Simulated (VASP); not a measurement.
Au:

```
Au
1.0
    -1.65727    1.65727    1.65727
     1.65727   -1.65727    1.65727
     1.65727    1.65727   -1.65727
Au
1
Direct
  0.00000 0.00000 0.00000
```

| Property | Result |
| --- | --- |
| Program | VASP 6.6.1 |
| Task | relaxation of cell and atoms |
| Functional | RPBE |
| Dispersion | D3(BJ) |
| Potentials or basis | VASP PAW PBE potentials, release 64 (Au) |
| Cutoff | 600 eV |
| k mesh | 11 × 11 × 11 |
| Occupations | fermi-dirac, width 0.05 eV |
| Spin | no spin polarisation |

At the start: pressure -33.9 GPa; volume 18.21 Å³/atom.

Question: How do energy, volume and symmetry change on relaxing?

Answer: Over 9 steps the energy falls by 429.6 meV/atom and the volume is 14.95 Å³/atom (-17.9 %); space group Im-3m (No. 229, to 0.05 Å).

The path:
| step | energy change (eV) | largest force (eV/Å) | pressure (GPa) | volume (Å³) |
| --- | --- | --- | --- | --- |
| 1 | 0.0000 | 0.0000 | -33.90 | 18.21 |
| 2 | 3.4299 | 0.0000 | 366.34 | 9.83 |
| 3 | -0.2701 | 0.0000 | -24.87 | 16.76 |
| 4 | -0.3780 | 0.0000 | -15.84 | 15.92 |
| 5 | -0.4277 | 0.0000 | 3.63 | 14.78 |
| 6 | -0.4296 | 0.0000 | -0.40 | 14.97 |
| 7 | -0.4295 | 0.0000 | 0.75 | 14.91 |
| 8 | -0.4290 | 0.0000 | -1.81 | 15.05 |
| 9 | -0.4296 | 0.0000 | 0.01 | 14.95 |

Final structure:
```yaml
crystal:
  lattice:
    - [-1.55189, 1.55189, 1.55189]
    - [1.55189, -1.55189, 1.55189]
    - [1.55189, 1.55189, -1.55189]
  atoms:
    - { symbol: Au, position: [0.00000, 0.00000, 0.00000] }
```

Caveat: the volume moved by over 15 % at a fixed basis, so the end points are rough; the PAW data sets were made with another functional, which shifts forces and pressure a little; pairwise dispersion overbinds metals, which lowers pressure and volume.
